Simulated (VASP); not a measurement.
# SiB2 (P6_3/mmc) in VASP: a series of runs

SiB2 is run at these levels: PBE; tasks: single point, relaxation of cell and atoms.

Everything below comes from runs of VASP 6.6.1. Logs are shortened: lines on timing, memory, paths and dates and some standing lists are left out, and cuts for length are marked.

### Step 1. The cell of the first run

The structure is hexagonal, space group P6_3/mmc (No. 194). Conventional cell: a = 2.966 Å, b = 2.966 Å, c = 7.994 Å, α = 90.00°, β = 90.00°, γ = 120.00°. Si (site symmetry -3m) has 8 B at 2.00 to 2.63 Å within 2.7 Å. B (site symmetry -6m2) has 3 B at 1.71 Å within 2.3 Å. Within 2.3 Å of B (site symmetry -6m2) lie 3 B at 1.71 Å and 2 Si at 2.00 Å.

The cell was generated, and may not be a known phase.

### Step 2. Single point, PBE

INCAR

```
SYSTEM = SiB2
PREC = Accurate
ENCUT = 520
EDIFF = 1E-6
ISMEAR = 0
SIGMA = 0.1
LREAL = .False.
LASPH = .True.
NELM = 100
ALGO = Normal
ISIF = 2
LWAVE = .False.
LCHARG = .True.
GGA = PE
LELF = .True.
LVHAR = .True.
NBANDS = 19
```

KPOINTS

```
regular mesh
0
Gamma
  6 6 2
  0 0 0
```

POSCAR

```
SiB2
1.0
    2.9656647660      0.0000000027      0.0000000000
   -1.4828323854      2.5683410251      0.0000000000
    0.0000000000      0.0000000000      7.9941181792
Si B
2 4
Direct
    0.0000000000      0.0000000000      0.0000000000
    0.0000000000      0.0000000000      0.5000000000
    0.3333333333      0.6666666667      0.2500000000
    0.6666666667      0.3333333333      0.7500000000
    0.0000000000      0.0000000000      0.2500000000
    0.0000000000      0.0000000000      0.7500000000
```

Potentials or basis: VASP PAW PBE potentials, release 64 (Si, B).

The run is started by

```bash
> cat potpaw_PBE.64/Si/POTCAR potpaw_PBE.64/B/POTCAR > POTCAR
> mpirun -np 1 vasp_std > vasp.out
```

OUTCAR:

```text
SYSTEM = SiB2
   PREC = Accurate
   ENCUT = 520
   EDIFF = 1E-6
   ISMEAR = 0
   LREAL = .False.
   LASPH = .True.
   NELM = 100
   ISIF = 2
   GGA = PE

 ion  position               nearest neighbor table
   1  0.000  0.000  0.000-   5 2.00   6 2.00   3 2.63   4 2.63   4 2.63   3 2.63   4 2.63   3 2.63

   2  0.000  0.000  0.500-   5 2.00   6 2.00   3 2.63   4 2.63   4 2.63   3 2.63   4 2.63   3 2.63

   3  0.333  0.667  0.250-   5 1.71   5 1.71   5 1.71   1 2.63   2 2.63   2 2.63   1 2.63   2 2.63
                             1 2.63
   4  0.667  0.333  0.750-   6 1.71   6 1.71   6 1.71   1 2.63   2 2.63   2 2.63   1 2.63   2 2.63
                             1 2.63
   5  0.000  0.000  0.250-   3 1.71   3 1.71   3 1.71   1 2.00   2 2.00
   6  0.000  0.000  0.750-   4 1.71   4 1.71   4 1.71   1 2.00   2 2.00

  LATTYP: Found a hexagonal cell.
 ALAT       =     2.9656647660
 C/A-ratio  =     2.6955569189

  Lattice vectors:

 A1 = (   2.9656647660,   0.0000000027,   0.0000000000)
 A2 = (  -1.4828323854,   2.5683410251,   0.0000000000)
 A3 = (   0.0000000000,   0.0000000000,   7.9941181792)

Analysis of symmetry for initial positions (statically):
=====================================================================
 Subroutine PRICEL returns:
 Original cell was already a primitive cell.

 Routine SETGRP: Setting up the symmetry group for a
 hexagonal supercell.

 Subroutine GETGRP returns: Found 24 space group operations
 (whereof 12 operations were pure point group operations)
 out of a pool of 24 trial point group operations.

The static configuration has the point symmetry D_3d.
 The point group associated with its full space group is D_6h.

Analysis of symmetry for dynamics (positions and initial velocities):
=====================================================================
 Subroutine PRICEL returns:
 Original cell was already a primitive cell.

 Routine SETGRP: Setting up the symmetry group for a
 hexagonal supercell.

 Subroutine GETGRP returns: Found 24 space group operations
 (whereof 12 operations were pure point group operations)
 out of a pool of 24 trial point group operations.

The dynamic configuration has the point symmetry D_3d.
 The point group associated with its full space group is D_6h.

 Subroutine INISYM returns: Found 24 space group operations
 (whereof 12 operations are pure point group operations),
 and found     1 'primitive' translations

----------------------------------------------------------------------------------------

                                     Primitive cell

  volume of cell :      60.8899

  direct lattice vectors                    reciprocal lattice vectors
     2.965664766  0.000000003  0.000000000     0.337192528  0.194678197  0.000000000
    -1.482832385  2.568341025  0.000000000    -0.000000000  0.389356394  0.000000000
     0.000000000  0.000000000  7.994118179     0.000000000  0.000000000  0.125091971

  length of vectors
     2.965664766  2.965664766  7.994118179     0.389356394  0.389356394  0.125091971

  position of ions in fractional coordinates (direct lattice)
     0.000000000  0.000000000  0.000000000
     0.000000000  0.000000000  0.500000000
     0.333333333  0.666666667  0.250000000
     0.666666667  0.333333333  0.750000000
     0.000000000  0.000000000  0.250000000
     0.000000000  0.000000000  0.750000000

  ion indices of the primitive-cell ions
   primitive index   ion index
                 1           1
                 2           2
                 3           3
                 4           4
                 5           5
                 6           6

----------------------------------------------------------------------------------------

 KPOINTS: regular mesh

Automatic generation of k-mesh.
 Grid dimensions read from file:
 generate k-points for:    6    6    2

 Generating k-lattice:

  Cartesian coordinates                     Fractional coordinates (reciprocal lattice)
     0.056198755  0.032446366  0.000000000     0.166666667 -0.000000000  0.000000000
    -0.000000000  0.064892732  0.000000000     0.000000000  0.166666667  0.000000000
     0.000000000  0.000000000  0.062545986     0.000000000  0.000000000  0.500000000

  Length of vectors
     0.064892732  0.064892732  0.062545986

  Shift w.r.t. Gamma in fractional coordinates (k-lattice)
     0.000000000  0.000000000  0.000000000

 Subroutine IBZKPT returns following result:
 ===========================================

 Found     14 irreducible k-points:

 Following reciprocal coordinates:
            Coordinates               Weight
  0.000000  0.000000  0.000000      1.000000
  0.166667 -0.000000  0.000000      6.000000
  0.333333 -0.000000  0.000000      6.000000
  0.500000  0.000000  0.000000      3.000000
  0.166667  0.166667  0.000000      6.000000
  0.333333  0.166667  0.000000     12.000000
  0.333333  0.333333  0.000000      2.000000
  0.000000  0.000000  0.500000      1.000000
  0.166667 -0.000000  0.500000      6.000000
  0.333333 -0.000000  0.500000      6.000000
  0.500000  0.000000  0.500000      3.000000
  0.166667  0.166667  0.500000      6.000000
  0.333333  0.166667  0.500000     12.000000
  0.333333  0.333333  0.500000      2.000000
   k-points           NKPTS =     14   k-points in BZ     NKDIM =     14   number of bands    NBANDS=     19
   number of dos      NEDOS =    301   number of ions     NIONS =      6
   total plane-waves  NPLWV =  34560
   dimension x,y,z NGX =    24 NGY =   24 NGZ =   60
   dimension x,y,z NGXF=    48 NGYF=   48 NGZF=  120
   ions per type =               2   4
   NGX,Y,Z   is equivalent  to a cutoff of  13.45, 13.45, 12.48 a.u.
   NGXF,Y,Z  is equivalent  to a cutoff of  26.91, 26.91, 24.96 a.u.
 SYSTEM =  SiB2
   PREC   = accura    normal or accurate (medium, high low for compatibility)
   ISTART =      0    job   : 0-new  1-cont  2-samecut
   ICHARG =      2    charge: 1-file 2-atom 10-const
   ISPIN  =      1    spin polarized calculation?
   LNONCOLLINEAR =      F non collinear calculations
   LSORBIT =      F    spin-orbit coupling
   LASPH  =      T    aspherical Exc in radial PAW
   ENCUT  =  520.0 eV  38.22 Ry    6.18 a.u.   5.51  5.51 14.86*2*pi/ulx,y,z
   NELM   =    100;   NELMIN=  2; NELMDL= -5     # of ELM steps
   EDIFF  = 0.1E-05   stopping-criterion for ELM
   LREAL  =      F    real-space projection
   EDIFFG = 0.1E-04   stopping-criterion for IOM
   NSW    =      0    number of steps for IOM
   IBRION =     -1    ionic relax: 0-MD 1-quasi-New 2-CG
   NFREE  =      0    steps in history (QN), initial steepest desc. (CG)
   ISIF   =      2    stress and relaxation
   ISYM   =      2    0-nonsym 1-usesym 2-fastsym
   POTIM  = 0.5000    time-step for ionic-motion
   TEBEG  =    0.0;   TEEND  =   0.0 temperature during run
   PSTRESS=    0.0 pullay stress
   NELECT =      20.0000    total number of electrons
   NUPDOWN=      -1.0000    fix difference up-down
   EMIN   =  10.00;   EMAX   =-10.00  energy-range for DOS
   EFERMI =   0.00;   METHOD = LEGACY
   ISMEAR =     0;   SIGMA  =   0.10  broadening in eV -4-tet -1-fermi 0-gaus
   EFERMI_NEDOS =   21; number of points for ismear=-14 and -15
   IALGO  =     38    algorithm
   IMIX   =      4    mixing-type and parameters
     AMIX     =   0.40;   BMIX     =  1.00
     AMIX_MAG =   1.60;   BMIX_MAG =  1.00
  volume/ion in A,a.u.               =      10.15        68.48
  Fermi-wavevector in a.u.,A,eV,Ry     =   1.129544  2.134528 17.359253  1.275869
  Thomas-Fermi vector in A             =   2.266238
   LORBIT       =      0    0 simple, 1 ext, 2 COOP (PROOUT), +10 PAW based schemes
   GGA     = PE    functional components
   LHFCALC =     F    Hartree Fock is set to
   AEXX    =    0.0000 exact exchange contribution
   IVDW    =     0    specifies the selected vdW correction
   LEPSILON=     F    determine dielectric tensor
   LRPA    =     F    only Hartree local field effects (RPA)
 non-spin polarized calculation
 Gauss-broadening in eV      SIGMA  =   0.10
  energy-cutoff  :      520.00
  volume of cell :       60.89
 maximum number of plane-waves:      1685
 NGX is ok and might be reduce to    24
   NGX = 11   NGY = 11   NGZ = 29

 number of electron      20.0000001 magnetization

 Free energy of the ion-electron system (eV)
  ---------------------------------------------------
  ext. energy  EPLUGINS =         0.00000000
  ---------------------------------------------------
  free energy    TOTEN  =       -34.75852104 eV

  energy without entropy =      -34.74899177  energy(sigma->0) =      -34.75375641

 E-fermi :   6.8958     XC(G=0): -11.1991

 val. band max:        6.8718975779   @ k =   0.1667   0.1667   0.0000
 cond. band min:       7.4812384600   @ k =   0.0000   0.0000   0.0000
 fundamental gap:      0.6093408821
 Fermi energy:         6.8957761323

 k-point     1 :       0.0000    0.0000    0.0000
  band No.  band energies     occupation
      1      -6.9186      2.00000
      2      -5.2053      2.00000
      3      -4.4955      2.00000
      4       0.4424      2.00000
      5       2.0511      2.00000
      6       7.4812      0.00000
[... 11 lines left out ...]
     18      14.7491      0.00000
     19      14.7754      0.00000

 k-point     2 :       0.1667   -0.0000    0.0000
  band No.  band energies     occupation
      1      -6.3896      2.00000
      2      -4.7250      2.00000
      3      -3.9167      2.00000
      4       0.9476      2.00000
      5       2.5492      2.00000
      6       5.1980      2.00000
[... 11 lines left out ...]
     18      15.6558      0.00000
     19      15.7285      0.00000

 k-point     3 :       0.3333   -0.0000    0.0000
  band No.  band energies     occupation
      1      -4.8418      2.00000
      2      -3.3164      2.00000
      3      -2.2347      2.00000
      4       1.4108      2.00000
      5       2.3187      2.00000
      6       2.3299      2.00000
[... 11 lines left out ...]
     18      14.1041      0.00000
     19      15.7163      0.00000

 k-point     4 :       0.5000    0.0000    0.0000
  band No.  band energies     occupation
      1      -2.9542      2.00000
      2      -1.7058      2.00000
      3      -1.1531      2.00000
      4      -0.3337      2.00000
      5      -0.2025      2.00000
      6       1.9909      2.00000
[... 11 lines left out ...]
     18      13.5708      0.00000
     19      15.9322      0.00000

 k-point     5 :       0.1667    0.1667    0.0000
  band No.  band energies     occupation
      1      -5.3487      2.00000
      2      -3.7786      2.00000
      3      -2.7815      2.00000
      4       1.9058      2.00000
      5       3.0330      2.00000
      6       3.5950      2.00000
[... 11 lines left out ...]
     18      15.6329      0.00000
     19      15.9907      0.00000
[... 114 lines left out ...]
      2      -2.5041      2.00000
      3      -0.9013      2.00000
      4      -0.9013      2.00000
      5       1.4743      2.00000
      6       1.4743      2.00000
[... 11 lines left out ...]
     18      11.9458      0.00000
     19      16.9500      0.00000

 k-point    12 :       0.1667    0.1667    0.5000
  band No.  band energies     occupation
      1      -4.8602      2.00000
      2      -4.8602      2.00000
      3      -0.7482      2.00000
      4      -0.7482      2.00000
      5       3.3405      2.00000
      6       3.3405      2.00000
[... 11 lines left out ...]
     18      15.9375      0.00000
     19      16.0600      0.00000

 k-point    13 :       0.3333    0.1667    0.5000
  band No.  band energies     occupation
      1      -2.9384      2.00000
      2      -2.9384      2.00000
      3       0.3434      2.00000
      4       0.3434      2.00000
      5       1.1720      2.00000
      6       1.1720      2.00000
[... 11 lines left out ...]
     18      14.9701      0.00000
     19      17.5348      0.00000

 k-point    14 :       0.3333    0.3333    0.5000
  band No.  band energies     occupation
      1      -1.5341      2.00000
      2      -1.5341      2.00000
      3      -0.0551      2.00000
      4      -0.0551      2.00000
      5       1.2084      2.00000
      6       1.2084      2.00000
[... 11 lines left out ...]
     18      16.0924      0.00000
     19      18.0395      0.00000

------------------------ aborting loop because EDIFF is reached ----------------------------------------

  FORCE on cell =-STRESS in cart. coord.  units (eV):
  Direction    XX          YY          ZZ          XY          YZ          ZX
  --------------------------------------------------------------------------------------
  -------------------------------------------------------------------------------------
  Total       -0.0050944     -0.0050944      0.0325200      0.0000000      0.0000000      0.0000000
  in kB       -0.1340475     -0.1340475      0.8556888      0.0000000      0.0000000      0.0000000
  external PRESSURE =       0.1958646 kB  Pullay stress =       0.0000000 kB

 VOLUME and BASIS-vectors are now :
 -----------------------------------------------------------------------------
  energy-cutoff  :      520.00
  volume of cell :       60.89
      direct lattice vectors                 reciprocal lattice vectors
     2.965664766  0.000000003  0.000000000     0.337192528  0.194678197  0.000000000
    -1.482832385  2.568341025  0.000000000    -0.000000000  0.389356394  0.000000000
     0.000000000  0.000000000  7.994118179     0.000000000  0.000000000  0.125091971

 POSITION                                       TOTAL-FORCE (eV/Angst)
 -----------------------------------------------------------------------------------
      0.00000      0.00000      0.00000        -0.000000     -0.000000     -0.000000
      0.00000      0.00000      3.99706        -0.000000     -0.000000     -0.000000
     -0.00000      1.71223      1.99853         0.000000      0.000000      0.000000
      1.48283      0.85611      5.99559         0.000000     -0.000000     -0.000000
      0.00000      0.00000      1.99853         0.000000     -0.000000     -0.000000
      0.00000      0.00000      5.99559        -0.000000      0.000000      0.000000
 -----------------------------------------------------------------------------------
    total drift:                               -0.000000      0.000000     -0.000000

  FREE ENERGIE OF THE ION-ELECTRON SYSTEM (eV)
  ---------------------------------------------------
  free  energy   TOTEN  =       -34.7585210382 eV

  energy  without entropy=      -34.7489917719  energy(sigma->0) =      -34.75375641
```

It took 7.2 s on 1 thread of Intel Xeon 6975P-C (Granite Rapids), shared host; peak memory 0.17 GiB.

Results:

```
Free energy            : -34.7585 eV
Pressure               : 0.0 GPa
Band gap on the k mesh : zero (bands 10 and 11 overlap by 3.02 eV)
```

Caveat: the k points lie up to 0.41 Å⁻¹ apart, too coarse for converged energies and pressures of a metal.

### Step 3. Single point, PBE

This run uses another cell than the first one, of 10.53 Å³/atom.

INCAR

```
ALGO     = Normal         # electronic algorithm
EDIFF    = 1E-7           # SCF threshold, eV
ENCUT    = 520            # plane-wave cutoff, eV
GGA      = PE             # functional
ISIF     = 2              # what is computed and relaxed
ISMEAR   = 0              # smearing method
LASPH    = T              # aspherical terms in the spheres
LCHARG   = F              # write CHGCAR
LREAL    = F              # projectors in reciprocal space
LWAVE    = F              # write WAVECAR
NBANDS   = 19             # bands
NELM     = 80             # most SCF steps
PREC     = Accurate       # precision mode
SIGMA    = 0.1            # smearing width, eV
```

KPOINTS

```
k-points
0
Gamma
  6 6 2
```

POSCAR

```
SiB2
1.0
    3.1192306100      0.0000000000      0.0000000000
   -1.5596153100      2.7013329500      0.0000000000
    0.0000000000      0.0000000000      7.4995269700
Si B
2 4
Direct
    0.0000000000      0.0000000000      0.0000000000
    0.0000000000      0.0000000000      0.5000000000
    0.3333333300      0.6666666700      0.2500000000
    0.6666666700      0.3333333300      0.7500000000
    0.0000000000      0.0000000000      0.2500000000
    0.0000000000      0.0000000000      0.7500000000
```

Potentials or basis: VASP PAW PBE potentials, release 64 (Si, B).

The run is started by

```bash
> cat potpaw_PBE.64/Si/POTCAR potpaw_PBE.64/B/POTCAR > POTCAR
> mpirun -np 1 vasp_std > vasp.out
```

It took 7.7 s on 1 thread of Intel Xeon 6975P-C (Granite Rapids), shared host; peak memory 0.17 GiB.

The run converged. Its results:

- Free energy: -34.1880 eV
- Pressure: -1.7 GPa
- Band gap on the k mesh: zero (bands 10 and 11 overlap by 3.67 eV)

Stress tensor (GPa, compression positive):
```
-14.25   0.00   0.00
  0.00 -14.25   0.00
  0.00   0.00  23.41
```

Levels at points of the mesh, in eV from the Fermi level:
```
           k point  band 8  band 9  band 10  band 11  band 12  band 13
(0.00, 0.00, 0.00)   -0.53   -0.53     2.99     4.87     4.92     5.37
(0.50, 0.00, 0.00)   -3.35   -2.67     0.02     0.17     0.47     2.53
(0.00, 0.00, 0.50)   -0.74   -0.22    -0.22     4.81     4.81     5.19
(0.50, 0.00, 0.50)   -3.20   -3.05    -3.05     2.56     2.56     2.94
```

Caveat: the k points lie up to 0.42 Å⁻¹ apart, too coarse for converged energies and pressures of a metal.

[end of part 1 of 2]

The gap in the log of VASP goes by the Fermi energy; the results here count the filled bands.